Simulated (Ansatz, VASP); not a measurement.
## Rb in VASP and in Ansatz

```
Rb
1.0
    -2.59464    2.59464    2.59464
     2.59464   -2.59464    2.59464
     2.59464    2.59464   -2.59464
Rb
1
Direct
  0.00000 0.00000 0.00000
```

Alike in both runs: task single point; functional LDA; k mesh 14 × 14 × 14; occupations gaussian, width 0.15 eV; no spin polarisation.

|  | VASP | Ansatz |
| --- | --- | --- |
| version | VASP 6.6.1 | Ansatz 0.2.0 |
| potentials or method | VASP PAW LDA potentials, release 64 (Rb_sv), cutoff 520 eV | scalar-relativistic, plane waves, PAW |
| valence electrons in the cell | 9 | 9 |

|  | VASP | Ansatz | Ansatz less VASP |
| --- | --- | --- | --- |
| gap on the k mesh at the Fermi level (eV) | none | none | - |
| pressure (GPa) | 0.5 | 0.5 | 0.00 |

LDA's correlation is that of Perdew and Zunger in VASP and of Perdew and Wang (1992) in Ansatz. A gap of «none» marks a metal or a gap that the smearing closes.
